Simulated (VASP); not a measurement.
A run of VASP 6.6.1:

File INCAR:

```
PREC = Accurate ; ENCUT = 520
EDIFF = 1E-6 ; ISMEAR = 0
SIGMA = 0.15 ; LREAL = F
LASPH = T ; NELM = 60
ALGO = Fast ; ISIF = 2
LWAVE = F ; LCHARG = F
GGA = PE ; NBANDS = 14
```

The input KPOINTS:

```
regular mesh
0
Gamma
  18 18 10
```

Contents of POSCAR:

```
Re
1.0
    2.9136000000      0.0000000000      0.0000000000
   -1.4568000000      2.5232516165      0.0000000000
    0.0000000000      0.0000000000      4.6636000000
Re
2
Direct
    0.3333333333      0.6666666667      0.2500000000
    0.6666666667      0.3333333333      0.7500000000
```

Potentials or basis: VASP PAW PBE potentials, release 64 (Re).

Run with:

```console
$ cat potpaw_PBE.64/Re/POTCAR > POTCAR
$ mpirun -np 1 vasp_std > vasp.out
```

Hardware: 1 thread of Intel(R) Xeon(R) Platinum 8259CL CPU @ 2.50GHz (Skylake/Cascade Lake), on a shared host.

Task: How long does it take, and how much memory?

Result: Run time: 86 s on 1 thread of Intel(R) Xeon(R) Platinum 8259CL CPU @ 2.50GHz (Skylake/Cascade Lake), with other jobs on the host, peak memory 0.23 GiB. Counts: scf iterations 14, k points 222.
